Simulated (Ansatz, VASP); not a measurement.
# Te in VASP and in Ansatz

```
Te
1.0
    -3.25083    2.87817    1.49987
     2.87817   -3.25083    1.49987
     3.94191    3.94191   -2.18240
Te
2
Direct
  0.05820 0.94180 0.00000
  0.69180 0.30820 0.50000
```

Alike in both runs: task single point; functional PBE; k mesh 14 × 14 × 7; occupations fermi-dirac, width 0.1 eV; no spin polarisation.

|  | VASP | Ansatz |
| --- | --- | --- |
| version | VASP 6.6.1 | Ansatz 0.2.0 |
| potentials or method | VASP PAW PBE potentials, release 64 (Te), cutoff 520 eV | plane waves (420 eV) with PAW, scalar-relativistic |
| valence electrons in the cell | 12 | 32 |

|  | VASP | Ansatz | Ansatz less VASP |
| --- | --- | --- | --- |
| pressure (GPa) | 6.5 | 6.5 | -0.02 |
| traceless stress, the component that is largest in VASP (GPa) | 4.09 | 4.06 | -0.031 |

VASP's potentials hold 12 valence electrons a cell and Ansatz's 32, so a difference there can come from the potentials and not from the codes.

Neither program's run includes spin-orbit coupling.
